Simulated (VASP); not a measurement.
# Li (P2_1) in VASP: single point with PBE

Aim: the single point of Li with PBE.

Everything below comes from runs of VASP 6.6.1. Logs are shortened: lines on timing, memory, paths and dates and some standing lists are left out, and cuts for length are marked.

## Step 1: The cell of the first run

The structure is monoclinic, space group P2_1 (No. 4). Conventional cell: a = 4.401 Å, b = 4.217 Å, c = 4.568 Å, α = 90.00°, β = 90.50°, γ = 90.00°. Within 3.4 Å of Li (site symmetry 1) lie 6 Li at 2.61 to 2.91 Å. Li (site symmetry 1) has 6 Li at 2.51 to 2.91 Å within 3.3 Å.

## Step 2: Single point, PBE (strained and its atoms moved)

INCAR reads:

```
PREC     = Accurate       # precision mode
ENCUT    = 520            # plane-wave cutoff, eV
EDIFF    = 1E-7           # SCF threshold, eV
ISMEAR   = 0              # smearing method
SIGMA    = 0.1            # smearing width, eV
LREAL    = F              # projectors in reciprocal space
LASPH    = T              # aspherical terms in the spheres
NELM     = 60             # most SCF steps
ALGO     = Fast           # electronic algorithm
ISIF     = 2              # what is computed and relaxed
LWAVE    = F              # write WAVECAR
LCHARG   = F              # write CHGCAR
GGA      = PE             # functional
NBANDS   = 14             # bands
```

KPOINTS reads:

```
regular mesh
0
Gamma
  8 10 8
```

POSCAR reads:

```
Li
1.0
    4.5684294614      0.0000000000      0.0196886263
    0.0000000000      4.2172859300      0.0000000000
    0.0196886263      0.0000000000      4.4006306941
Li
4
Direct
    0.8686430206      0.1201711730      0.6404987110
    0.3986925199      0.3798288270      0.3641514401
    0.1313569794      0.6201711730      0.8595012890
    0.6013074801      0.8798288270      0.1358485599
```

Potentials or basis: VASP PAW PBE potentials, release 64 (Li_sv).

On the command line:

```console
cat potpaw_PBE.64/Li_sv/POTCAR > POTCAR
mpirun -np 1 vasp_std > vasp.out
```

OUTCAR:

```text
PREC = Accurate
   ENCUT = 520
   EDIFF = 1E-7
   ISMEAR = 0
   LREAL = F
   LASPH = T
   NELM = 60
   ISIF = 2
   GGA = PE

 ion  position               nearest neighbor table
   1  0.869  0.120  0.640-
   2  0.399  0.380  0.364-   4 2.51   4 2.51
   3  0.131  0.620  0.860-
   4  0.601  0.880  0.136-   2 2.51   2 2.51

  LATTYP: Found a simple monoclinic cell.
 ALAT       =     4.4006747378
 B/A-ratio  =     0.9583271160
 C/A-ratio  =     1.0381298686
 COS(beta)  =    -0.0087835914

  Lattice vectors:

 A1 = (   0.0196886263,   0.0000000000,   4.4006306941)
 A2 = (   0.0000000000,   4.2172859300,   0.0000000000)
 A3 = (  -4.5684294614,   0.0000000000,  -0.0196886263)

Analysis of symmetry for initial positions (statically):
=====================================================================
 Subroutine PRICEL returns:
 Original cell was already a primitive cell.

 Routine SETGRP: Setting up the symmetry group for a
 simple monoclinic supercell.

 Subroutine GETGRP returns: Found  2 space group operations
 (whereof  1 operations were pure point group operations)
 out of a pool of  4 trial point group operations.

The static configuration has the point symmetry C_1 .
 The point group associated with its full space group is C_2 .

Analysis of symmetry for dynamics (positions and initial velocities):
=====================================================================
 Subroutine PRICEL returns:
 Original cell was already a primitive cell.

 Routine SETGRP: Setting up the symmetry group for a
 simple monoclinic supercell.

 Subroutine GETGRP returns: Found  2 space group operations
 (whereof  1 operations were pure point group operations)
 out of a pool of  4 trial point group operations.

The dynamic configuration has the point symmetry C_1 .
 The point group associated with its full space group is C_2 .

 Subroutine INISYM returns: Found  2 space group operations
 (whereof  1 operations are pure point group operations),
 and found     1 'primitive' translations

----------------------------------------------------------------------------------------

                                     Primitive cell

  volume of cell :      84.7826

  direct lattice vectors                    reciprocal lattice vectors
     4.568429461  0.000000000  0.019688626     0.218897827  0.000000000 -0.000979359
     0.000000000  4.217285930  0.000000000     0.000000000  0.237119327  0.000000000
     0.019688626  0.000000000  4.400630694    -0.000979359  0.000000000  0.227244536

  length of vectors
     4.568471887  4.217285930  4.400674738     0.218900018  0.237119327  0.227246647

  position of ions in fractional coordinates (direct lattice)
     0.868643021  0.120171173  0.640498711
     0.398692520  0.379828827  0.364151440
     0.131356979  0.620171173  0.859501289
     0.601307480  0.879828827  0.135848560

  ion indices of the primitive-cell ions
   primitive index   ion index
                 1           1
                 2           2
                 3           3
                 4           4

----------------------------------------------------------------------------------------

 KPOINTS: regular mesh

Automatic generation of k-mesh.
 Grid dimensions read from file:
 generate k-points for:    8   10    8

 Generating k-lattice:

  Cartesian coordinates                     Fractional coordinates (reciprocal lattice)
     0.027362228  0.000000000 -0.000122420     0.125000000  0.000000000  0.000000000
     0.000000000  0.023711933  0.000000000     0.000000000  0.100000000  0.000000000
    -0.000122420  0.000000000  0.028405567     0.000000000  0.000000000  0.125000000

  Length of vectors
     0.027362502  0.023711933  0.028405831

  Shift w.r.t. Gamma in fractional coordinates (k-lattice)
     0.000000000  0.000000000  0.000000000

 Subroutine IBZKPT returns following result:
 ===========================================

 Found    204 irreducible k-points:

 Following reciprocal coordinates:
            Coordinates               Weight
  0.000000  0.000000  0.000000      1.000000
  0.125000  0.000000  0.000000      2.000000
  0.250000  0.000000  0.000000      2.000000
  0.375000  0.000000  0.000000      2.000000
  0.500000  0.000000  0.000000      1.000000
  0.000000  0.100000  0.000000      2.000000
[... 16 lines left out ...]
  0.250000  0.400000  0.000000      4.000000
  0.375000  0.400000  0.000000      4.000000
 [... further k-points ...]
   k-points           NKPTS =    204   k-points in BZ     NKDIM =    204   number of bands    NBANDS=     14
   number of dos      NEDOS =    301   number of ions     NIONS =      4
   total plane-waves  NPLWV =  41472
   dimension x,y,z NGX =    36 NGY =   32 NGZ =   36
   dimension x,y,z NGXF=    72 NGYF=   64 NGZF=   72
   ions per type =               4
   NGX,Y,Z   is equivalent  to a cutoff of  13.10, 12.61, 13.60 a.u.
   NGXF,Y,Z  is equivalent  to a cutoff of  26.20, 25.23, 27.20 a.u.
 SYSTEM =  unknown system
   PREC   = accura    normal or accurate (medium, high low for compatibility)
   ISTART =      0    job   : 0-new  1-cont  2-samecut
   ICHARG =      2    charge: 1-file 2-atom 10-const
   ISPIN  =      1    spin polarized calculation?
   LNONCOLLINEAR =      F non collinear calculations
   LSORBIT =      F    spin-orbit coupling
   LASPH  =      T    aspherical Exc in radial PAW
   ENCUT  =  520.0 eV  38.22 Ry    6.18 a.u.   8.49  7.84  8.18*2*pi/ulx,y,z
   NELM   =     60;   NELMIN=  2; NELMDL= -5     # of ELM steps
   EDIFF  = 0.1E-06   stopping-criterion for ELM
   LREAL  =      F    real-space projection
   EDIFFG = 0.1E-05   stopping-criterion for IOM
   NSW    =      0    number of steps for IOM
   IBRION =     -1    ionic relax: 0-MD 1-quasi-New 2-CG
   NFREE  =      0    steps in history (QN), initial steepest desc. (CG)
   ISIF   =      2    stress and relaxation
   ISYM   =      2    0-nonsym 1-usesym 2-fastsym
   POTIM  = 0.5000    time-step for ionic-motion
   TEBEG  =    0.0;   TEEND  =   0.0 temperature during run
   PSTRESS=    0.0 pullay stress
   NELECT =      12.0000    total number of electrons
   NUPDOWN=      -1.0000    fix difference up-down
   EMIN   =  10.00;   EMAX   =-10.00  energy-range for DOS
   EFERMI =   0.00;   METHOD = LEGACY
   ISMEAR =     0;   SIGMA  =   0.10  broadening in eV -4-tet -1-fermi 0-gaus
   EFERMI_NEDOS =   21; number of points for ismear=-14 and -15
   IALGO  =     68    algorithm
   IMIX   =      4    mixing-type and parameters
     AMIX     =   0.40;   BMIX     =  1.00
     AMIX_MAG =   1.60;   BMIX_MAG =  1.00
  volume/ion in A,a.u.               =      21.20       143.04
  Fermi-wavevector in a.u.,A,eV,Ry     =   0.853165  1.612248  9.903554  0.727891
  Thomas-Fermi vector in A             =   1.969566
   LORBIT       =      0    0 simple, 1 ext, 2 COOP (PROOUT), +10 PAW based schemes
   GGA     = PE    functional components
   LHFCALC =     F    Hartree Fock is set to
   AEXX    =    0.0000 exact exchange contribution
   IVDW    =     0    specifies the selected vdW correction
   LEPSILON=     F    determine dielectric tensor
   LRPA    =     F    only Hartree local field effects (RPA)
 non-spin polarized calculation
 RMM-DIIS sequential band-by-band and
 Gauss-broadening in eV      SIGMA  =   0.10
  energy-cutoff  :      520.00
  volume of cell :       84.78
 maximum number of plane-waves:      2304
 NGX is ok and might be reduce to    36
   NGX = 17   NGY = 15   NGZ = 17

 number of electron      11.9999995 magnetization

 Free energy of the ion-electron system (eV)
  ---------------------------------------------------
  ext. energy  EPLUGINS =         0.00000000
  ---------------------------------------------------
  free energy    TOTEN  =        -6.50107765 eV

  energy without entropy =       -6.49559256  energy(sigma->0) =       -6.49833510

 E-fermi :   0.6682     XC(G=0):  -6.9260

 val. band max:        0.6603768835   @ k =   0.3750   0.4000   0.1250
 cond. band min:       0.6945789560   @ k =   0.5000   0.5000   0.2500
 fundamental gap:      0.0342020725
 Fermi energy:         0.6682431689

 k-point     1 :       0.0000    0.0000    0.0000
  band No.  band energies     occupation
      1     -46.5713      2.00000
      2     -46.5293      2.00000
      3     -46.5144      2.00000
      4     -46.5085      2.00000
      5      -2.9501      2.00000
      6       2.3835      0.00000
      7       2.6857      0.00000
      8       2.7136      0.00000
      9       3.2032      0.00000
     10       3.2780      0.00000
     11       3.5063      0.00000
     12       8.4217      0.00000
     13       8.8126      0.00000
     14       8.9488      0.00000

 k-point     2 :       0.1250    0.0000    0.0000
  band No.  band energies     occupation
      1     -46.5704      2.00000
      2     -46.5314      2.00000
      3     -46.5135      2.00000
      4     -46.5083      2.00000
      5      -2.8661      2.00000
      6       1.2615      0.00000
      7       2.7692      0.00000
      8       3.1027      0.00000
      9       3.3436      0.00000
     10       3.5579      0.00000
     11       4.1046      0.00000
     12       7.8098      0.00000
     13       8.1978      0.00000
     14       8.3495      0.00000

 k-point     3 :       0.2500    0.0000    0.0000
  band No.  band energies     occupation
      1     -46.5678      2.00000
      2     -46.5360      2.00000
      3     -46.5119      2.00000
      4     -46.5077      2.00000
      5      -2.6137      2.00000
      6       0.1356      2.00000
      7       2.9131      0.00000
      8       3.1674      0.00000
      9       3.5550      0.00000
     10       3.8220      0.00000
     11       5.4895      0.00000
     12       6.9230      0.00000
     13       7.1379      0.00000
     14       7.7732      0.00000
[... 324 lines left out ...]
 k-point    23 :       0.2500    0.4000    0.0000
  band No.  band energies     occupation
      1     -46.5512      2.00000
      2     -46.5377      2.00000
      3     -46.5202      2.00000
      4     -46.5141      2.00000
      5      -1.6104      2.00000
      6      -0.3817      2.00000
      7       1.2302      0.00000
      8       2.2587      0.00000
      9       3.8737      0.00000
     10       4.2415      0.00000
     11       6.1299      0.00000
     12       6.5664      0.00000
     13       7.0535      0.00000
     14       8.1809      0.00000

 k-point    24 :       0.3750    0.4000    0.0000
  band No.  band energies     occupation
      1     -46.5493      2.00000
      2     -46.5390      2.00000
      3     -46.5198      2.00000
      4     -46.5152      2.00000
      5      -1.2085      2.00000
      6      -0.2389      2.00000
      7       0.5995      1.66923
      8       1.5083      0.00000
      9       4.1809      0.00000
     10       4.4355      0.00000
     11       5.9186      0.00000
     12       6.2922      0.00000
     13       7.6134      0.00000
     14       8.1620      0.00000

 [... further k-points ...]
[... 5 lines left out ...]
  --------------------------------------------------------------------------------------
  -------------------------------------------------------------------------------------
  Total       -0.2076321      0.8769800      0.0537138      0.0000000      0.0000000      0.2762460
  in kB       -3.9237242     16.5727189      1.0150556      0.0000000      0.0000000      5.2203544
  external PRESSURE =       4.5546835 kB  Pullay stress =       0.0000000 kB

 VOLUME and BASIS-vectors are now :
 -----------------------------------------------------------------------------
  energy-cutoff  :      520.00
  volume of cell :       84.78
      direct lattice vectors                 reciprocal lattice vectors
     4.568429461  0.000000000  0.019688626     0.218897827  0.000000000 -0.000979359
     0.000000000  4.217285930  0.000000000     0.000000000  0.237119327  0.000000000
     0.019688626  0.000000000  4.400630694    -0.000979359  0.000000000  0.227244536

 POSITION                                       TOTAL-FORCE (eV/Angst)
 -----------------------------------------------------------------------------------
      3.98094      0.50680      2.83570        -0.013265      0.060341     -0.169237
      1.82857      1.60185      1.61035        -0.256912     -0.060341      0.244520
      0.61702      2.61544      3.78493         0.013265      0.060341      0.169237
      2.74971      3.71049      0.60966         0.256912     -0.060341     -0.244520
 -----------------------------------------------------------------------------------
    total drift:                               -0.000000     -0.000463     -0.000000

  FREE ENERGIE OF THE ION-ELECTRON SYSTEM (eV)
  ---------------------------------------------------
  free  energy   TOTEN  =        -6.5010776451 eV

  energy  without entropy=       -6.4955925584  energy(sigma->0) =       -6.49833510
```

Run time: 2.1 min. Hardware: 1 thread of Intel Xeon 6975P-C (Granite Rapids), shared host; peak memory 0.3 GiB.

Results:

- Free energy: -6.5011 eV
- Largest force: 0.360 eV/Å
- Band gap on the k mesh: zero (bands 6 and 7 overlap by 2.08 eV)

Forces in eV/Å, atoms in the order of the input:
```
Li  -0.013  0.060 -0.169
Li  -0.257 -0.060  0.245
Li   0.013  0.060  0.169
Li   0.257 -0.060 -0.245
```

Caveat: the cell differs from its parent crystal (strained and its atoms moved); the cutoff is under 1.25 times the usual one of these potentials, so pressure, stress and relaxed cells hold a basis-set (Pulay) error.
